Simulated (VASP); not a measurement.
# Ir (Fd-3m) in VASP: further runs

Runs on Ir. Level: PBE. Tasks: single point.

Everything below comes from runs of VASP 6.6.1. Logs are shortened: lines on timing, memory, paths and dates and some standing lists are left out, and cuts for length are marked.

## (1) The cell of the first run

Symmetry: Fd-3m, No. 227, cubic system. The conventional cell has a = 4.429 Å, b = 4.429 Å, c = 4.429 Å, α = 90.00°, β = 90.00°, γ = 90.00°. Ir (site symmetry -43m) has 4 Ir at 1.92 Å within 2.5 Å.

## (2) Single point, PBE

File INCAR:

```
PREC     = Accurate       # precision mode
ENCUT    = 520            # plane-wave cutoff, eV
EDIFF    = 1E-6           # SCF threshold, eV
ISMEAR   = -1             # smearing method
SIGMA    = 0.05           # smearing width, eV
LREAL    = F              # projectors in reciprocal space
LASPH    = T              # aspherical terms in the spheres
NELM     = 60             # most SCF steps
ALGO     = Normal         # electronic algorithm
ISIF     = 2              # what is computed and relaxed
LWAVE    = F              # write WAVECAR
LCHARG   = T              # write CHGCAR
GGA      = PE             # functional
LELF     = T              # ELF
LVHAR    = T            
NBANDS   = 16             # bands
```

File KPOINTS:

```
Automatic mesh
0
Gamma
  15 15 15
```

File POSCAR:

```
Ir
1.0
    0.0000000000      2.2145018120      2.2145018120
    2.2145018120      0.0000000000      2.2145018120
    2.2145018120      2.2145018120      0.0000000000
Ir
2
Direct
   -0.1250000000     -0.1250000000     -0.1250000000
    0.1250000000      0.1250000000      0.1250000000
```

Potentials or basis: VASP PAW PBE potentials, release 64 (Ir).

On the command line:

```
$ cat potpaw_PBE.64/Ir/POTCAR > POTCAR
$ mpirun -np 1 vasp_std > vasp.out
```

OUTCAR:

```text
PREC = Accurate
   ENCUT = 520
   EDIFF = 1E-6
   ISMEAR = -1
   LREAL = F
   LASPH = T
   NELM = 60
   ISIF = 2
   GGA = PE

 ion  position               nearest neighbor table
   1  0.875  0.875  0.875-   2 1.92   2 1.92   2 1.92   2 1.92
   2  0.125  0.125  0.125-   1 1.92   1 1.92   1 1.92   1 1.92

  LATTYP: Found a face centered cubic cell.
 ALAT       =     4.4290036240

  Lattice vectors:

 A1 = (   0.0000000000,   2.2145018120,   2.2145018120)
 A2 = (   2.2145018120,   0.0000000000,   2.2145018120)
 A3 = (   2.2145018120,   2.2145018120,   0.0000000000)

Analysis of symmetry for initial positions (statically):
=====================================================================
 Subroutine PRICEL returns:
 Original cell was already a primitive cell.

 Routine SETGRP: Setting up the symmetry group for a
 face centered cubic supercell.

 Subroutine GETGRP returns: Found 48 space group operations
 (whereof 12 operations were pure point group operations)
 out of a pool of 48 trial point group operations.

The static configuration has the point symmetry D_3d.
 The point group associated with its full space group is O_h .

Analysis of symmetry for dynamics (positions and initial velocities):
=====================================================================
 Subroutine PRICEL returns:
 Original cell was already a primitive cell.

 Routine SETGRP: Setting up the symmetry group for a
 face centered cubic supercell.

 Subroutine GETGRP returns: Found 48 space group operations
 (whereof 12 operations were pure point group operations)
 out of a pool of 48 trial point group operations.

The dynamic configuration has the point symmetry D_3d.
 The point group associated with its full space group is O_h .

 Subroutine INISYM returns: Found 48 space group operations
 (whereof 12 operations are pure point group operations),
 and found     1 'primitive' translations

----------------------------------------------------------------------------------------

                                     Primitive cell

  volume of cell :      21.7199

  direct lattice vectors                    reciprocal lattice vectors
     0.000000000  2.214501812  2.214501812    -0.225784417  0.225784417  0.225784417
     2.214501812  0.000000000  2.214501812     0.225784417 -0.225784417  0.225784417
     2.214501812  2.214501812  0.000000000     0.225784417  0.225784417 -0.225784417

  length of vectors
     3.131778496  3.131778496  3.131778496     0.391070081  0.391070081  0.391070081

  position of ions in fractional coordinates (direct lattice)
     0.875000000  0.875000000  0.875000000
     0.125000000  0.125000000  0.125000000

  ion indices of the primitive-cell ions
   primitive index   ion index
                 1           1
                 2           2

----------------------------------------------------------------------------------------

 KPOINTS: Automatic mesh

Automatic generation of k-mesh.
 Grid dimensions read from file:
 generate k-points for:   15   15   15

 Generating k-lattice:

  Cartesian coordinates                     Fractional coordinates (reciprocal lattice)
    -0.015052294  0.015052294  0.015052294     0.066666667  0.000000000  0.000000000
     0.015052294 -0.015052294  0.015052294     0.000000000  0.066666667  0.000000000
     0.015052294  0.015052294 -0.015052294     0.000000000  0.000000000  0.066666667

  Length of vectors
     0.026071339  0.026071339  0.026071339

  Shift w.r.t. Gamma in fractional coordinates (k-lattice)
     0.000000000  0.000000000  0.000000000

 Subroutine IBZKPT returns following result:
 ===========================================

 Found    120 irreducible k-points:

 Following reciprocal coordinates:
            Coordinates               Weight
  0.000000  0.000000  0.000000      1.000000
  0.066667  0.000000  0.000000      8.000000
  0.133333  0.000000  0.000000      8.000000
  0.200000  0.000000  0.000000      8.000000
  0.266667  0.000000  0.000000      8.000000
  0.333333  0.000000  0.000000      8.000000
[... 16 lines left out ...]
  0.133333  0.133333  0.000000      6.000000
  0.200000  0.133333  0.000000     24.000000
 [... further k-points ...]
   k-points           NKPTS =    120   k-points in BZ     NKDIM =    120   number of bands    NBANDS=     16
   number of dos      NEDOS =    301   number of ions     NIONS =      2
   total plane-waves  NPLWV =  13824
   dimension x,y,z NGX =    24 NGY =   24 NGZ =   24
   dimension x,y,z NGXF=    48 NGYF=   48 NGZF=   48
   ions per type =               2
   NGX,Y,Z   is equivalent  to a cutoff of  12.74, 12.74, 12.74 a.u.
   NGXF,Y,Z  is equivalent  to a cutoff of  25.48, 25.48, 25.48 a.u.
 SYSTEM =  unknown system
   PREC   = accura    normal or accurate (medium, high low for compatibility)
   ISTART =      0    job   : 0-new  1-cont  2-samecut
   ICHARG =      2    charge: 1-file 2-atom 10-const
   ISPIN  =      1    spin polarized calculation?
   LNONCOLLINEAR =      F non collinear calculations
   LSORBIT =      F    spin-orbit coupling
   LASPH  =      T    aspherical Exc in radial PAW
   ENCUT  =  520.0 eV  38.22 Ry    6.18 a.u.   5.82  5.82  5.82*2*pi/ulx,y,z
   NELM   =     60;   NELMIN=  2; NELMDL= -5     # of ELM steps
   EDIFF  = 0.1E-05   stopping-criterion for ELM
   LREAL  =      F    real-space projection
   EDIFFG = 0.1E-04   stopping-criterion for IOM
   NSW    =      0    number of steps for IOM
   IBRION =     -1    ionic relax: 0-MD 1-quasi-New 2-CG
   NFREE  =      0    steps in history (QN), initial steepest desc. (CG)
   ISIF   =      2    stress and relaxation
   ISYM   =      2    0-nonsym 1-usesym 2-fastsym
   POTIM  = 0.5000    time-step for ionic-motion
   TEBEG  =    0.0;   TEEND  =   0.0 temperature during run
   PSTRESS=    0.0 pullay stress
   NELECT =      18.0000    total number of electrons
   NUPDOWN=      -1.0000    fix difference up-down
   EMIN   =  10.00;   EMAX   =-10.00  energy-range for DOS
   EFERMI =   0.00;   METHOD = LEGACY
   ISMEAR =    -1;   SIGMA  =   0.05  broadening in eV -4-tet -1-fermi 0-gaus
   EFERMI_NEDOS =   21; number of points for ismear=-14 and -15
   IALGO  =     38    algorithm
   IMIX   =      4    mixing-type and parameters
     AMIX     =   0.40;   BMIX     =  1.00
     AMIX_MAG =   1.60;   BMIX_MAG =  1.00
  volume/ion in A,a.u.               =      10.86        73.29
  Fermi-wavevector in a.u.,A,eV,Ry     =   1.537728  2.905885 32.172452  2.364609
  Thomas-Fermi vector in A             =   2.644196
   LORBIT       =      0    0 simple, 1 ext, 2 COOP (PROOUT), +10 PAW based schemes
   GGA     = PE    functional components
   LHFCALC =     F    Hartree Fock is set to
   AEXX    =    0.0000 exact exchange contribution
   IVDW    =     0    specifies the selected vdW correction
   LEPSILON=     F    determine dielectric tensor
   LRPA    =     F    only Hartree local field effects (RPA)
 non-spin polarized calculation
  energy-cutoff  :      520.00
  volume of cell :       21.72
 maximum number of plane-waves:       596
   NGX = 11   NGY = 11   NGZ = 11

 number of electron      18.0000000 magnetization

 Free energy of the ion-electron system (eV)
  ---------------------------------------------------
  ext. energy  EPLUGINS =         0.00000000
  ---------------------------------------------------
  free energy    TOTEN  =         4.60963980 eV

  energy without entropy =        4.61847979  energy(sigma->0) =        4.61405979

 E-fermi :  16.4456     XC(G=0): -15.1267

 val. band max:       16.4394413138   @ k =  -0.3333   0.1333   0.0000
 cond. band min:      16.4747271322   @ k =  -0.3333   0.2000   0.0667
 fundamental gap:      0.0352858184
 Fermi energy:        16.4455637905

 k-point     1 :       0.0000    0.0000    0.0000
  band No.  band energies     occupation
      1       2.8295      2.00000
      2       4.3973      2.00000
      3       4.3973      2.00000
      4       7.4477      2.00000
      5       7.4477      2.00000
      6       7.4477      2.00000
[... 8 lines left out ...]
     15      29.7831      0.00000
     16      32.7334      0.00000

 k-point     2 :       0.0667    0.0000    0.0000
  band No.  band energies     occupation
      1       2.9951      2.00000
      2       4.3303      2.00000
      3       4.3303      2.00000
      4       7.3986      2.00000
      5       7.5903      2.00000
      6       7.5903      2.00000
[... 8 lines left out ...]
     15      30.6986      0.00000
     16      33.0520      0.00000

 k-point     3 :       0.1333    0.0000    0.0000
  band No.  band energies     occupation
      1       3.4620      2.00000
      2       4.1984      2.00000
      3       4.1984      2.00000
      4       7.2773      2.00000
      5       7.8952      2.00000
      6       7.8952      2.00000
[... 8 lines left out ...]
     15      32.2689      0.00000
     16      33.4515      0.00000

 k-point     4 :       0.2000    0.0000    0.0000
  band No.  band energies     occupation
      1       4.1168      2.00000
      2       4.1168      2.00000
      3       4.1183      2.00000
      4       7.1617      2.00000
      5       8.0897      2.00000
      6       8.0897      2.00000
[... 8 lines left out ...]
     15      31.1504      0.00000
     16      33.9307      0.00000
[... 324 lines left out ...]
 k-point    22 :      -0.0667    0.0667    0.0000
  band No.  band energies     occupation
      1       3.2635      2.00000
      2       4.0765      2.00000
      3       4.4224      2.00000
      4       7.3775      2.00000
      5       7.5228      2.00000
      6       7.9908      2.00000
[... 8 lines left out ...]
     15      31.7881      0.00000
     16      33.4629      0.00000

 k-point    23 :       0.1333    0.1333    0.0000
  band No.  band energies     occupation
      1       3.5524      2.00000
      2       3.7083      2.00000
      3       4.8466      2.00000
      4       7.3290      2.00000
      5       7.3290      2.00000
      6       8.6169      2.00000
[... 8 lines left out ...]
     15      32.9924      0.00000
     16      34.2022      0.00000

 k-point    24 :       0.2000    0.1333    0.0000
  band No.  band energies     occupation
      1       3.3023      2.00000
      2       4.2505      2.00000
      3       5.0195      2.00000
      4       7.1898      2.00000
      5       7.3053      2.00000
      6       9.0991      2.00000
[... 8 lines left out ...]
     15      33.4300      0.00000
     16      34.3145      0.00000

 [... further k-points ...]
[... 5 lines left out ...]
  --------------------------------------------------------------------------------------
  -------------------------------------------------------------------------------------
  Total       72.6340512     72.6340512     72.6340512     -0.0000000      0.0000000      0.0000000
  in kB     5357.8769413   5357.8769413   5357.8769413     -0.0000000      0.0000000      0.0000000
  external PRESSURE =    5357.8769413 kB  Pullay stress =       0.0000000 kB

 VOLUME and BASIS-vectors are now :
 -----------------------------------------------------------------------------
  energy-cutoff  :      520.00
  volume of cell :       21.72
      direct lattice vectors                 reciprocal lattice vectors
     0.000000000  2.214501812  2.214501812    -0.225784417  0.225784417  0.225784417
     2.214501812  0.000000000  2.214501812     0.225784417 -0.225784417  0.225784417
     2.214501812  2.214501812  0.000000000     0.225784417  0.225784417 -0.225784417

 POSITION                                       TOTAL-FORCE (eV/Angst)
 -----------------------------------------------------------------------------------
      3.87538      3.87538      3.87538        -0.000000     -0.000000     -0.000000
      0.55363      0.55363      0.55363         0.000000      0.000000      0.000000
 -----------------------------------------------------------------------------------
    total drift:                                0.000000      0.000000      0.000000

  FREE ENERGIE OF THE ION-ELECTRON SYSTEM (eV)
  ---------------------------------------------------
  free  energy   TOTEN  =         4.6096397998 eV

  energy  without entropy=        4.6184797859  energy(sigma->0) =        4.61405979
```

It took 16 s on 1 thread of Intel Xeon Platinum 8559C (Emerald Rapids), shared host; peak memory 0.16 GiB.

Results:

- Free energy: 4.6096 eV
- Pressure: 535.8 GPa
- Band gap on the k mesh: zero (band 9 reaches 18.90 eV, above the bottom of band 10 at 15.35 eV)

Levels at points of the mesh, in eV from the Fermi level:
```
           k point  band 5  band 6  band 7  band 8  band 9  band 10  band 11  band 12  band 13  band 14
(0.00, 0.00, 0.00)   -9.00   -9.00   -3.56   -3.56   -3.56     3.56     3.56    11.37    13.34    13.34
```

Caveat: spin-orbit coupling is left out, which moves the levels of the heavy elements.

## (3) Single point, PBE

File INCAR:

```
SYSTEM = Ir
PREC = Accurate
ENCUT = 520
EDIFF = 1E-7
ISMEAR = -1
SIGMA = 0.05
LREAL = .FALSE.
LASPH = .TRUE.
NELM = 80
ALGO = Normal
ISIF = 2
LWAVE = .FALSE.
LCHARG = .FALSE.
GGA = PE
NBANDS = 16
```

File KPOINTS:

```
Automatic mesh
0
G
  15 15 15
  0 0 0
```

File POSCAR:

```
Ir
1.0
    0.0000000000      2.2133966831      2.2133966831
    2.2133966831      0.0000000000      2.2133966831
    2.2133966831      2.2133966831      0.0000000000
Ir
2
Direct
   -0.1250000000     -0.1250000000     -0.1250000000
    0.1250000000      0.1250000000      0.1250000000
```

Potentials or basis: VASP PAW PBE potentials, release 64 (Ir).

On the command line:

```
$ cat potpaw_PBE.64/Ir/POTCAR > POTCAR
$ mpirun -np 1 vasp_std > vasp.out
```

Run time: 17 s. Hardware: 1 thread of Intel Xeon Platinum 8559C (Emerald Rapids), shared host; peak memory 0.16 GiB.

Results (log left out):

```yaml
Free_energy: 4.7186 eV
Pressure: 538.4 GPa
Band_gap_on_the_k_mesh: zero (band 9 reaches 18.93 eV, above the bottom of band 10 at 15.38 eV)
```

Levels at points of the mesh, in eV from the Fermi level:
| k point | band 7 | band 8 | band 9 | band 10 | band 11 | band 12 |
| --- | --- | --- | --- | --- | --- | --- |
| (0.00, 0.00, 0.00) | -3.56 | -3.56 | -3.56 | 3.57 | 3.57 | 11.37 |

Caveat: spin-orbit coupling is left out, which moves the levels of the heavy elements.
